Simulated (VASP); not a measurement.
# Mg (P6_3/mmc) in VASP: further runs

The runs below take Mg through relaxation of cell and atoms, with LDA, PBE, PBEsol, RPBE, revPBE.

All numbers are computed with VASP 6.6.1; they aren't measurements. Logs are shortened: lines on timing, memory, paths and dates and some standing lists are left out, and cuts for length are marked.

## 1. The cell of the first run

It takes space group P6_3/mmc (No. 194, hexagonal). The conventional cell has a = 3.209 Å, b = 3.209 Å, c = 5.210 Å, α = 90.00°, β = 90.00°, γ = 120.00°. Mg (site symmetry -6m2) has 12 Mg at 3.20 to 3.21 Å within 4.2 Å.

## 2. Relaxation of cell and atoms, LDA

File INCAR:

```
SYSTEM = Mg
PREC = Accurate
ENCUT = 600
EDIFF = 1E-6
ISMEAR = -1
SIGMA = 0.05
LREAL = .False.
LASPH = .True.
NELM = 100
ALGO = Normal
ISIF = 3
LWAVE = .False.
LCHARG = .False.
IBRION = 2
NSW = 80
EDIFFG = -0.005
```

File KPOINTS:

```
regular mesh
0
Gamma
  10 10 5
  0 0 0
```

File POSCAR:

```
Mg
1.0
    3.2093000000      0.0000000000      0.0000000000
   -1.6046500000      2.7793353284      0.0000000000
    0.0000000000      0.0000000000      5.2103000000
Mg
2
Direct
    0.6666666667      0.3333333333      0.7500000000
    0.3333333333      0.6666666667      0.2500000000
```

Potentials or basis: VASP PAW LDA potentials, release 64 (Mg).

Command:

```console
$ cat potpaw_LDA.64/Mg/POTCAR > POTCAR
$ mpirun -np 1 vasp_std > vasp.out
```

OUTCAR:

```text
SYSTEM = Mg
   PREC = Accurate
   ENCUT = 600
   EDIFF = 1E-6
   ISMEAR = -1
   LREAL = .False.
   LASPH = .True.
   NELM = 100
   ISIF = 3
   IBRION = 2
   NSW = 80
   EDIFFG = -0.005

 ion  position               nearest neighbor table
   1  0.667  0.333  0.750-   2 3.20   2 3.20   2 3.20   2 3.20   2 3.20   2 3.20
   2  0.333  0.667  0.250-   1 3.20   1 3.20   1 3.20   1 3.20   1 3.20   1 3.20

  LATTYP: Found a hexagonal cell.
 ALAT       =     3.2093000000
 C/A-ratio  =     1.6235004518

  Lattice vectors:

 A1 = (   3.2093000000,   0.0000000000,   0.0000000000)
 A2 = (  -1.6046500000,   2.7793353284,   0.0000000000)
 A3 = (   0.0000000000,   0.0000000000,   5.2103000000)

Analysis of symmetry for initial positions (statically):
=====================================================================
 Subroutine PRICEL returns:
 Original cell was already a primitive cell.

 Routine SETGRP: Setting up the symmetry group for a
 hexagonal supercell.

 Subroutine GETGRP returns: Found 24 space group operations
 (whereof 12 operations were pure point group operations)
 out of a pool of 24 trial point group operations.

The static configuration has the point symmetry D_3d.
 The point group associated with its full space group is D_6h.

Analysis of symmetry for dynamics (positions and initial velocities):
=====================================================================
 Subroutine PRICEL returns:
 Original cell was already a primitive cell.

 Routine SETGRP: Setting up the symmetry group for a
 hexagonal supercell.

 Subroutine GETGRP returns: Found 24 space group operations
 (whereof 12 operations were pure point group operations)
 out of a pool of 24 trial point group operations.

The dynamic configuration has the point symmetry D_3d.
 The point group associated with its full space group is D_6h.

 Subroutine INISYM returns: Found 24 space group operations
 (whereof 12 operations are pure point group operations),
 and found     1 'primitive' translations

----------------------------------------------------------------------------------------

                                     Primitive cell

  volume of cell :      46.4744

  direct lattice vectors                    reciprocal lattice vectors
     3.209300000  0.000000000  0.000000000     0.311594429  0.179899127  0.000000000
    -1.604650000  2.779335328  0.000000000     0.000000000  0.359798255  0.000000000
     0.000000000  0.000000000  5.210300000     0.000000000  0.000000000  0.191927528

  length of vectors
     3.209300000  3.209300000  5.210300000     0.359798255  0.359798255  0.191927528

  position of ions in fractional coordinates (direct lattice)
     0.666666667  0.333333333  0.750000000
     0.333333333  0.666666667  0.250000000

  ion indices of the primitive-cell ions
   primitive index   ion index
                 1           1
                 2           2

----------------------------------------------------------------------------------------

 KPOINTS: regular mesh

Automatic generation of k-mesh.
 Grid dimensions read from file:
 generate k-points for:   10   10    5

 Generating k-lattice:

  Cartesian coordinates                     Fractional coordinates (reciprocal lattice)
     0.031159443  0.017989913  0.000000000     0.100000000 -0.000000000  0.000000000
     0.000000000  0.035979825  0.000000000     0.000000000  0.100000000  0.000000000
     0.000000000  0.000000000  0.038385506     0.000000000  0.000000000  0.200000000

  Length of vectors
     0.035979825  0.035979825  0.038385506

  Shift w.r.t. Gamma in fractional coordinates (k-lattice)
     0.000000000  0.000000000  0.000000000

 Subroutine IBZKPT returns following result:
 ===========================================

 Found     42 irreducible k-points:

 Following reciprocal coordinates:
            Coordinates               Weight
  0.000000  0.000000  0.000000      1.000000
  0.100000  0.000000  0.000000      6.000000
  0.200000  0.000000  0.000000      6.000000
  0.300000  0.000000  0.000000      6.000000
  0.400000  0.000000  0.000000      6.000000
  0.500000  0.000000  0.000000      3.000000
[... 16 lines left out ...]
  0.300000  0.100000  0.200000     24.000000
  0.400000  0.100000  0.200000     24.000000
 [... further k-points ...]
   k-points           NKPTS =     42   k-points in BZ     NKDIM =     42   number of bands    NBANDS=      6
   number of dos      NEDOS =    301   number of ions     NIONS =      2
   total plane-waves  NPLWV =  32928
   dimension x,y,z NGX =    28 NGY =   28 NGZ =   42
   dimension x,y,z NGXF=    56 NGYF=   56 NGZF=   84
   ions per type =               2
   NGX,Y,Z   is equivalent  to a cutoff of  14.50, 14.50, 13.40 a.u.
   NGXF,Y,Z  is equivalent  to a cutoff of  29.01, 29.01, 26.80 a.u.
 SYSTEM =  Mg
   PREC   = accura    normal or accurate (medium, high low for compatibility)
   ISTART =      0    job   : 0-new  1-cont  2-samecut
   ICHARG =      2    charge: 1-file 2-atom 10-const
   ISPIN  =      1    spin polarized calculation?
   LNONCOLLINEAR =      F non collinear calculations
   LSORBIT =      F    spin-orbit coupling
   LASPH  =      T    aspherical Exc in radial PAW
   ENCUT  =  600.0 eV  44.10 Ry    6.64 a.u.   6.41  6.41 10.41*2*pi/ulx,y,z
   NELM   =    100;   NELMIN=  2; NELMDL= -5     # of ELM steps
   EDIFF  = 0.1E-05   stopping-criterion for ELM
   LREAL  =      F    real-space projection
   EDIFFG = -.5E-02   stopping-criterion for IOM
   NSW    =     80    number of steps for IOM
   IBRION =      2    ionic relax: 0-MD 1-quasi-New 2-CG
   NFREE  =      1    steps in history (QN), initial steepest desc. (CG)
   ISIF   =      3    stress and relaxation
   ISYM   =      2    0-nonsym 1-usesym 2-fastsym
   POTIM  = 0.5000    time-step for ionic-motion
   TEBEG  =    0.0;   TEEND  =   0.0 temperature during run
   PSTRESS=    0.0 pullay stress
   NELECT =       4.0000    total number of electrons
   NUPDOWN=      -1.0000    fix difference up-down
   EMIN   =  10.00;   EMAX   =-10.00  energy-range for DOS
   EFERMI =   0.00;   METHOD = LEGACY
   ISMEAR =    -1;   SIGMA  =   0.05  broadening in eV -4-tet -1-fermi 0-gaus
   EFERMI_NEDOS =   21; number of points for ismear=-14 and -15
   IALGO  =     38    algorithm
   IMIX   =      4    mixing-type and parameters
     AMIX     =   0.40;   BMIX     =  1.00
     AMIX_MAG =   1.60;   BMIX_MAG =  1.00
  volume/ion in A,a.u.               =      23.24       156.81
  Fermi-wavevector in a.u.,A,eV,Ry     =   0.722809  1.365911  7.108401  0.522453
  Thomas-Fermi vector in A             =   1.812866
   LORBIT       =      0    0 simple, 1 ext, 2 COOP (PROOUT), +10 PAW based schemes
   GGA     = CA    functional components
   LHFCALC =     F    Hartree Fock is set to
   AEXX    =    0.0000 exact exchange contribution
   IVDW    =     0    specifies the selected vdW correction
   LEPSILON=     F    determine dielectric tensor
   LRPA    =     F    only Hartree local field effects (RPA)
 conjugate gradient relaxation of ions
 non-spin polarized calculation
  energy-cutoff  :      600.00
  volume of cell :       46.47
 maximum number of plane-waves:      1578
 NGX is ok and might be reduce to    28
   NGX = 13   NGY = 13   NGZ = 21

--------------------------------------- Ionic step        1  -------------------------------------------

 number of electron       4.0000000 magnetization

 Free energy of the ion-electron system (eV)
  ---------------------------------------------------
  ext. energy  EPLUGINS =         0.00000000
  ---------------------------------------------------
  free energy    TOTEN  =        -3.58304346 eV

  energy without entropy =       -3.57098708  energy(sigma->0) =       -3.57701527

------------------------ aborting loop because EDIFF is reached ----------------------------------------

  FORCE on cell =-STRESS in cart. coord.  units (eV):
  Direction    XX          YY          ZZ          XY          YZ          ZX
  --------------------------------------------------------------------------------------
  -------------------------------------------------------------------------------------
  Total       -0.9126966     -0.9126966     -0.5320486      0.0000000      0.0000000      0.0000000
  in kB      -31.4646580    -31.4646580    -18.3420492      0.0000000      0.0000000      0.0000000
  external PRESSURE =     -27.0904551 kB  Pullay stress =       0.0000000 kB
[... 237 lines left out ...]
  energy  without entropy=       -3.6115926565  energy(sigma->0) =       -3.61563096

--------------------------------------- Ionic step        8  -------------------------------------------

 number of electron       4.0000000 magnetization

 Free energy of the ion-electron system (eV)
  ---------------------------------------------------
  ext. energy  EPLUGINS =         0.00000000
  ---------------------------------------------------
  free energy    TOTEN  =        -3.61973451 eV

  energy without entropy =       -3.61160229  energy(sigma->0) =       -3.61566840

 E-fermi :   2.8653     XC(G=0):  -8.8927

 val. band max:        2.7930892284   @ k =   0.5000   0.0000   0.4000
 cond. band min:       2.8846676431   @ k =   0.4000   0.1000   0.4000
 fundamental gap:      0.0915784147
 Fermi energy:         2.8652734783

 k-point     1 :       0.0000    0.0000    0.0000
  band No.  band energies     occupation
      1      -4.3876      2.00000
      2       0.9068      2.00000
      3       1.2707      2.00000
      4      14.4110      0.00000
      5      14.4110      0.00000
      6      14.6620      0.00000

 k-point     2 :       0.1000    0.0000    0.0000
  band No.  band energies     occupation
      1      -4.1782      2.00000
      2       1.0968      2.00000
      3       1.4742      2.00000
      4      11.5306      0.00000
      5      13.0017      0.00000
      6      13.7276      0.00000
[... 190 lines left out ...]
 k-point    24 :       0.4000    0.1000    0.2000
  band No.  band energies     occupation
      1       0.1154      2.00000
      2       2.0143      2.00000
      3       3.4119      0.00004
      4       5.2357      0.00000
      5       7.2013      0.00000
      6       8.3040      0.00000

 [... further k-points ...]

------------------------ aborting loop because EDIFF is reached ----------------------------------------

  FORCE on cell =-STRESS in cart. coord.  units (eV):
  Direction    XX          YY          ZZ          XY          YZ          ZX
  --------------------------------------------------------------------------------------
  -------------------------------------------------------------------------------------
  Total       -0.0001352     -0.0001352     -0.0007379      0.0000000      0.0000000      0.0000000
  in kB       -0.0050385     -0.0050385     -0.0274919      0.0000000      0.0000000      0.0000000
  external PRESSURE =      -0.0125230 kB  Pullay stress =       0.0000000 kB
[... 17 lines left out ...]
  FREE ENERGIE OF THE ION-ELECTRON SYSTEM (eV)
  ---------------------------------------------------
  free  energy   TOTEN  =        -3.6197345077 eV

  energy  without entropy=       -3.6116022880  energy(sigma->0) =       -3.61566840

 reached required accuracy - stopping structural energy minimisation
```

It took 70 s on 1 thread of AMD EPYC 7R43 (Zen 3), shared host; peak memory 0.12 GiB.

What came out:

```
Free energy                            : -3.6197 eV
Relaxed volume                         : 21.50 Å³/atom
Relaxed cell                           : a = 3.097 Å, b = 3.097 Å, c = 5.177 Å, α = 90.00°, β = 90.00°, γ = 120.00°
Space group after relaxing (to 0.05 Å) : P6_3/mmc (No. 194)
Energy gained by relaxing              : 18.3 meV/atom
Ionic steps                            : 8
Pressure after relaxing                : 0.0 GPa
Band gap on the k mesh                 : zero (band 2 reaches 3.38 eV, above the bottom of band 3 at 1.27 eV)
```

Step by step:
```
step  energy change (eV)  largest force (eV/Å)  pressure (GPa)  volume (Å³)
   1              0.0000                0.0000           -2.71        46.47
   2             -0.0316                0.0000           -0.82        43.88
   3             -0.0348                0.0000            0.08        42.89
   4             -0.0348                0.0000            0.15        42.82
   5             -0.0362                0.0000            0.15        42.84
   6             -0.0366                0.0000            0.14        42.85
   7             -0.0366                0.0000            0.14        42.85
   8             -0.0367                0.0000            0.00        43.00
```

Final structure:
```
Mg
1.0
     3.09722    0.00000    0.00000
    -1.54861    2.68228    0.00000
     0.00000    0.00000    5.17652
Mg
2
Cartesian
  1.5486 0.8941 3.8824
  0.0000 1.7882 1.2941
```

[end of part 1 of 2]
